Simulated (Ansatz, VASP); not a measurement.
**Two plane-wave programs on Li5Cl3**

```
CELL_PARAMETERS angstrom
8.08992 0.00000 0.00000
-4.04496 7.00608 0.00000
0.00000 0.00000 4.53598
ATOMIC_POSITIONS crystal
Li 0.50000 0.00000 0.00000
Li 0.00000 0.50000 0.00000
Li 0.50000 0.50000 0.00000
Li 0.00000 0.00000 0.25121
Li 0.00000 0.00000 0.74879
Cl 0.50000 0.00000 0.50000
Cl 0.00000 0.50000 0.50000
Cl 0.50000 0.50000 0.50000
```

Alike in both runs: functional PBE; k mesh 6 × 6 × 8; occupations gaussian, width 0.01 eV; no spin polarisation.

Ansatz relaxed the structure, and its values are those at the end. VASP's run is a single point on that final structure, the one shown.

|  | VASP | Ansatz |
| --- | --- | --- |
| version | VASP 6.6.1 | Ansatz 0.2.0 |
| potentials or method | VASP PAW PBE potentials, release 64 (Li_sv, Cl), cutoff 520 eV | scalar-relativistic, plane waves, PAW |
| valence electrons in the cell | 36 | 36 |

Ansatz gave:

| Item | Value |
| --- | --- |
| gap on the k mesh at the Fermi level (eV) | 0.14 |
| least direct gap on the mesh (eV) | 0.14 |

Estimate VASP's values.

gap on the k mesh at the Fermi level (eV): 0.15; least direct gap on the mesh (eV): 0.15.

Noted on VASP's run: the cutoff is short for stress, so the pressure is rough.
